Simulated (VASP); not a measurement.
# TiO2 (C2/m) in VASP: single point with r2SCAN

Aim: the single point of TiO2 with r2SCAN.

All numbers are computed with VASP 6.6.1; they aren't measurements. Logs are shortened: lines on timing, memory, paths and dates and some standing lists are left out, and cuts for length are marked.

### Step 1. The cell of the first run

The structure is monoclinic, space group C2/m (No. 12). The conventional cell has a = 10.301 Å, b = 3.778 Å, c = 3.778 Å, α = 90.00°, β = 111.52°, γ = 90.00°. Within 2.4 Å of Ti (site symmetry m) lie 6 O at 1.77 to 2.09 Å. O (site symmetry m) has 3 Ti at 1.94 to 1.99 Å and 2 O at 2.46 Å within 2.6 Å. Within 2.5 Å of O (site symmetry m) lie 3 Ti at 1.77 to 2.09 Å and 2 O at 2.44 to 2.48 Å.

### Step 2. Single point, r2SCAN (atoms displaced along a vibrational mode)

Input file POSCAR:

```
TiO2
1.0
   -1.8889722131      1.8889722131      4.7913989082
    1.8889722131     -1.8889722131      4.7913989082
    1.8889722131      1.8889722131     -4.7913989082
Ti O
2 4
Direct
    0.0000000000     -0.0463214860     -0.0463214860
    0.7500000000      0.2963214860      0.5463214860
    0.2073045411      0.2046063363     -0.0026982048
    0.9573045411      0.4542809234      0.4969763823
    0.5426954589      0.0453936637      0.5026982048
    0.7926954589      0.7957190766      0.0030236177
```

Input file INCAR.step1:

```
SYSTEM = TiO2
  ALGO = Normal
  EDIFF = 1E-4
  ENCUT = 520
  GGA = PE
  ISMEAR = 0
  LASPH = .TRUE.
  LCHARG = .FALSE.
  LREAL = .FALSE.
  LWAVE = .TRUE.
  NBANDS = 33
  NELM = 60
  PREC = Accurate
  SIGMA = 0.05
```

Input file INCAR.step2:

```
SYSTEM = TiO2
  ALGO = Normal
  EDIFF = 1E-6
  ENCUT = 520
  ISIF = 2
  ISMEAR = 0
  ISTART = 1
  LASPH = .TRUE.
  LCHARG = .TRUE.
  LELF = .TRUE.
  LMIXTAU = .TRUE.
  LREAL = .FALSE.
  LVHAR = .TRUE.
  LWAVE = .FALSE.
  METAGGA = R2SCAN
  NBANDS = 33
  NELM = 60
  PREC = Accurate
  SIGMA = 0.05
```

Input file KPOINTS:

```
k-points
0
G
  8 8 8
  0 0 0
```

Potentials or basis: VASP PAW PBE potentials, release 64 (Ti_sv, O).

The run is started by

```console
$ cat potpaw_PBE.64/Ti_sv/POTCAR potpaw_PBE.64/O/POTCAR > POTCAR
$ cp INCAR.step1 INCAR
$ mpirun -np 1 vasp_std > vasp.out
$ cp INCAR.step2 INCAR
$ mpirun -np 1 vasp_std > vasp.out
```

OUTCAR:

```text
SYSTEM = TiO2
   EDIFF = 1E-6
   ENCUT = 520
   ISIF = 2
   ISMEAR = 0
   ISTART = 1
   LASPH = .TRUE.
   LREAL = .FALSE.
   METAGGA = R2SCAN
   NELM = 60
   PREC = Accurate

 ion  position               nearest neighbor table
   1  0.000  0.954  0.954-   4 1.77   5 1.94   5 1.94   3 1.99   6 2.00   4 2.09   2 2.85
   2  0.750  0.296  0.546-   6 1.77   3 1.94   3 1.94   5 1.99   4 2.00   6 2.09   1 2.85
   3  0.207  0.205  0.997-   2 1.94   2 1.94   1 1.99
   4  0.957  0.454  0.497-   1 1.77   2 2.00   1 2.09
   5  0.543  0.045  0.503-   1 1.94   1 1.94   2 1.99
   6  0.793  0.796  0.003-   2 1.77   1 2.00   2 2.09

  LATTYP: Found a body centered tetragonal cell.
 ALAT       =     3.7779444262
 C/A-ratio  =     2.5365110588

  Lattice vectors:

 A1 = (  -1.8889722131,   1.8889722131,   4.7913989082)
 A2 = (   1.8889722131,  -1.8889722131,   4.7913989082)
 A3 = (   1.8889722131,   1.8889722131,  -4.7913989082)

Analysis of symmetry for initial positions (statically):
=====================================================================
 Subroutine PRICEL returns:
 Original cell was already a primitive cell.

 Routine SETGRP: Setting up the symmetry group for a
 body centered tetragonal supercell.

 Subroutine GETGRP returns: Found  4 space group operations
 (whereof  2 operations were pure point group operations)
 out of a pool of 16 trial point group operations.

The static configuration has the point symmetry C_1h.
 The point group associated with its full space group is C_2h.

Analysis of symmetry for dynamics (positions and initial velocities):
=====================================================================
 Subroutine PRICEL returns:
 Original cell was already a primitive cell.

 Routine SETGRP: Setting up the symmetry group for a
 body centered tetragonal supercell.

 Subroutine GETGRP returns: Found  4 space group operations
 (whereof  2 operations were pure point group operations)
 out of a pool of 16 trial point group operations.

The dynamic configuration has the point symmetry C_1h.
 The point group associated with its full space group is C_2h.

 Subroutine INISYM returns: Found  4 space group operations
 (whereof  2 operations are pure point group operations),
 and found     1 'primitive' translations

----------------------------------------------------------------------------------------

                                     Primitive cell

  volume of cell :      68.3870

  direct lattice vectors                    reciprocal lattice vectors
    -1.888972213  1.888972213  4.791398908     0.000000000  0.264694206  0.104353657
     1.888972213 -1.888972213  4.791398908     0.264694206  0.000000000  0.104353657
     1.888972213  1.888972213 -4.791398908     0.264694206  0.264694206  0.000000000

  length of vectors
     5.485793975  5.485793975  5.485793975     0.284521895  0.284521895  0.374334136

  position of ions in fractional coordinates (direct lattice)
     0.000000000  0.953678514  0.953678514
     0.750000000  0.296321486  0.546321486
     0.207304541  0.204606336  0.997301795
     0.957304541  0.454280923  0.496976382
     0.542695459  0.045393664  0.502698205
     0.792695459  0.795719077  0.003023618

  ion indices of the primitive-cell ions
   primitive index   ion index
                 1           1
                 2           2
                 3           3
                 4           4
                 5           5
                 6           6

----------------------------------------------------------------------------------------

 KPOINTS: k-points

Automatic generation of k-mesh.
 Grid dimensions read from file:
 generate k-points for:    8    8    8

 Generating k-lattice:

  Cartesian coordinates                     Fractional coordinates (reciprocal lattice)
     0.000000000  0.033086776  0.013044207     0.125000000  0.000000000  0.000000000
     0.033086776  0.000000000  0.013044207     0.000000000  0.125000000  0.000000000
     0.033086776  0.033086776  0.000000000     0.000000000  0.000000000  0.125000000

  Length of vectors
     0.035565237  0.035565237  0.046791767

  Shift w.r.t. Gamma in fractional coordinates (k-lattice)
     0.000000000  0.000000000  0.000000000

 Subroutine IBZKPT returns following result:
 ===========================================

 Found    150 irreducible k-points:

 Following reciprocal coordinates:
            Coordinates               Weight
  0.000000  0.000000  0.000000      1.000000
  0.125000  0.000000  0.000000      4.000000
  0.000000  0.125000  0.000000      2.000000
  0.125000  0.000000 -0.125000      2.000000
  0.250000  0.000000  0.000000      4.000000
  0.000000  0.250000  0.000000      2.000000
[... 16 lines left out ...]
  0.500000  0.000000 -0.375000      4.000000
  0.500000  0.125000 -0.000000      4.000000
 [... further k-points ...]
   k-points           NKPTS =    150   k-points in BZ     NKDIM =    150   number of bands    NBANDS=     33
   number of dos      NEDOS =    301   number of ions     NIONS =      6
   total plane-waves  NPLWV =  74088
   dimension x,y,z NGX =    42 NGY =   42 NGZ =   42
   dimension x,y,z NGXF=    84 NGYF=   84 NGZF=   84
   ions per type =               2   4
   NGX,Y,Z   is equivalent  to a cutoff of  12.73, 12.73, 12.73 a.u.
   NGXF,Y,Z  is equivalent  to a cutoff of  25.46, 25.46, 25.46 a.u.
 SYSTEM =  TiO2
   PREC   = accura    normal or accurate (medium, high low for compatibility)
   ISTART =      1    job   : 0-new  1-cont  2-samecut
   ICHARG =      0    charge: 1-file 2-atom 10-const
   ISPIN  =      1    spin polarized calculation?
   LNONCOLLINEAR =      F non collinear calculations
   LSORBIT =      F    spin-orbit coupling
   LASPH  =      T    aspherical Exc in radial PAW
   ENCUT  =  520.0 eV  38.22 Ry    6.18 a.u.  10.20 10.20 10.20*2*pi/ulx,y,z
   NELM   =     60;   NELMIN=  2; NELMDL=  0     # of ELM steps
   EDIFF  = 0.1E-05   stopping-criterion for ELM
   LREAL  =      F    real-space projection
   EDIFFG = 0.1E-04   stopping-criterion for IOM
   NSW    =      0    number of steps for IOM
   IBRION =     -1    ionic relax: 0-MD 1-quasi-New 2-CG
   NFREE  =      0    steps in history (QN), initial steepest desc. (CG)
   ISIF   =      2    stress and relaxation
   ISYM   =      2    0-nonsym 1-usesym 2-fastsym
   POTIM  = 0.5000    time-step for ionic-motion
   TEBEG  =    0.0;   TEEND  =   0.0 temperature during run
   PSTRESS=    0.0 pullay stress
   NELECT =      48.0000    total number of electrons
   NUPDOWN=      -1.0000    fix difference up-down
   EMIN   =  10.00;   EMAX   =-10.00  energy-range for DOS
   EFERMI =   0.00;   METHOD = LEGACY
   ISMEAR =     0;   SIGMA  =   0.05  broadening in eV -4-tet -1-fermi 0-gaus
   EFERMI_NEDOS =   21; number of points for ismear=-14 and -15
   IALGO  =     38    algorithm
   IMIX   =      4    mixing-type and parameters
     AMIX     =   0.40;   BMIX     =  1.00
     AMIX_MAG =   1.60;   BMIX_MAG =  1.00
  volume/ion in A,a.u.               =      11.40        76.92
  Fermi-wavevector in a.u.,A,eV,Ry     =   1.454892  2.749347 28.799598  2.116711
  Thomas-Fermi vector in A             =   2.571990
   LORBIT       =      0    0 simple, 1 ext, 2 COOP (PROOUT), +10 PAW based schemes
   METAGGA = R2SCAN    functional components
   LHFCALC =     F    Hartree Fock is set to
   AEXX    =    0.0000 exact exchange contribution
   IVDW    =     0    specifies the selected vdW correction
   LEPSILON=     F    determine dielectric tensor
   LRPA    =     F    only Hartree local field effects (RPA)
 non-spin polarized calculation
 Gauss-broadening in eV      SIGMA  =   0.05
  energy-cutoff  :      520.00
  volume of cell :       68.39
 maximum number of plane-waves:      1858
 NGX is ok and might be reduce to    42
   NGX = 21   NGY = 21   NGZ = 21

 number of electron      47.9999997 magnetization

 Free energy of the ion-electron system (eV)
  ---------------------------------------------------
  ext. energy  EPLUGINS =         0.00000000
  ---------------------------------------------------
  free energy    TOTEN  =       -69.65231874 eV

  energy without entropy =      -69.65231874  energy(sigma->0) =      -69.65231874

 E-fermi :   3.3084     XC(G=0): -11.4319

 val. band max:        2.9611820030   @ k =   0.0000  -0.1250  -0.3750
 cond. band min:       5.8847725663   @ k =   0.0000   0.0000   0.0000
 fundamental gap:      2.9235905633
 Fermi energy:         3.3084455586

 k-point     1 :       0.0000    0.0000    0.0000
  band No.  band energies     occupation
      1     -55.4175      2.00000
      2     -55.3503      2.00000
      3     -30.9422      2.00000
      4     -30.6196      2.00000
      5     -30.6012      2.00000
      6     -30.5571      2.00000
[... 25 lines left out ...]
     32       8.7197      0.00000
     33       9.2383      0.00000

 k-point     2 :       0.1250    0.0000    0.0000
  band No.  band energies     occupation
      1     -55.4155      2.00000
      2     -55.3516      2.00000
      3     -30.9357      2.00000
      4     -30.6187      2.00000
      5     -30.6036      2.00000
      6     -30.5781      2.00000
[... 25 lines left out ...]
     32       9.0282      0.00000
     33       9.4433      0.00000

 k-point     3 :       0.0000    0.1250    0.0000
  band No.  band energies     occupation
      1     -55.4146      2.00000
      2     -55.3525      2.00000
      3     -30.9329      2.00000
      4     -30.6487      2.00000
      5     -30.5978      2.00000
      6     -30.5612      2.00000
[... 25 lines left out ...]
     32       9.1191      0.00000
     33       9.4604      0.00000

 k-point     4 :       0.1250    0.0000   -0.1250
  band No.  band energies     occupation
      1     -55.4163      2.00000
      2     -55.3507      2.00000
      3     -30.9473      2.00000
      4     -30.6552      2.00000
      5     -30.5871      2.00000
      6     -30.5574      2.00000
[... 673 lines left out ...]
     32       9.7605      0.00000
     33      10.1223      0.00000

 k-point    23 :       0.5000    0.0000   -0.3750
  band No.  band energies     occupation
      1     -55.4080      2.00000
      2     -55.3548      2.00000
      3     -30.9699      2.00000
      4     -30.7584      2.00000
      5     -30.5805      2.00000
      6     -30.5776      2.00000
[... 25 lines left out ...]
     32       9.7343      0.00000
     33      10.1517      0.00000

 k-point    24 :       0.5000    0.1250   -0.0000
  band No.  band energies     occupation
      1     -55.4003      2.00000
      2     -55.3619      2.00000
      3     -30.8971      2.00000
      4     -30.6967      2.00000
      5     -30.6527      2.00000
      6     -30.6183      2.00000
[... 25 lines left out ...]
     32       9.9370      0.00000
     33      10.0388      0.00000

 [... further k-points ...]

------------------------ aborting loop because EDIFF is reached ----------------------------------------

  FORCE on cell =-STRESS in cart. coord.  units (eV):
  Direction    XX          YY          ZZ          XY          YZ          ZX
  --------------------------------------------------------------------------------------
  -------------------------------------------------------------------------------------
  Total        4.9905723     -0.2284811      1.0018515      0.0000000      0.0000000      2.0620660
  in kB      116.9196418     -5.3528798     23.4714792      0.0000000      0.0000000     48.3102944
  external PRESSURE =      45.0127471 kB  Pullay stress =       0.0000000 kB

 VOLUME and BASIS-vectors are now :
 -----------------------------------------------------------------------------
  energy-cutoff  :      520.00
  volume of cell :       68.39
      direct lattice vectors                 reciprocal lattice vectors
    -1.888972213  1.888972213  4.791398908     0.000000000  0.264694206  0.104353657
     1.888972213 -1.888972213  4.791398908     0.264694206  0.000000000  0.104353657
     1.888972213  1.888972213 -4.791398908     0.264694206  0.264694206  0.000000000

 POSITION                                       TOTAL-FORCE (eV/Angst)
 -----------------------------------------------------------------------------------
      3.60294      0.00000      0.00000         1.608760     -0.000000      0.883962
      0.17500      1.88897      2.39570        -1.608760      0.000000     -0.883962
      1.87878      1.88897     -2.80484         0.037086      0.000000      0.090522
     -0.01142      1.88897      4.38226        -0.768217     -0.000000     -0.164872
      0.01019      1.88897      0.40914        -0.037086     -0.000000     -0.090522
      0.01142     -0.00000      7.59624         0.768217      0.000000      0.164872
 -----------------------------------------------------------------------------------
    total drift:                               -0.000000     -0.000000      0.000000

  FREE ENERGIE OF THE ION-ELECTRON SYSTEM (eV)
  ---------------------------------------------------
  free  energy   TOTEN  =       -69.6523187389 eV

  energy  without entropy=      -69.6523187389  energy(sigma->0) =      -69.65231874
```

Run time: 57 min. Hardware: 1 thread of Intel Xeon 8259CL, shared host; peak memory 0.47 GiB.

What came out:

| Property | Result |
| --- | --- |
| Free energy | -69.6523 eV |
| Pressure | 4.5 GPa |
| Largest force | 1.836 eV/Å |
| Band gap on the k mesh | 2.92 eV (least direct gap 3.22 eV) |

Forces in eV/Å, atoms in the order of the input:
```
Ti   1.609  0.000  0.884
Ti  -1.609  0.000 -0.884
O    0.037  0.000  0.091
O   -0.768  0.000 -0.165
O   -0.037  0.000 -0.091
O    0.768  0.000  0.165
```

Stress tensor (GPa, compression positive):
```
11.69  0.00  4.83
 0.00 -0.54  0.00
 4.83  0.00  2.35
```

Caveat: the cell differs from its parent crystal (atoms displaced along a vibrational mode); the cell stands under pressure; the PAW data sets were made with another functional, which shifts forces and pressure a little.
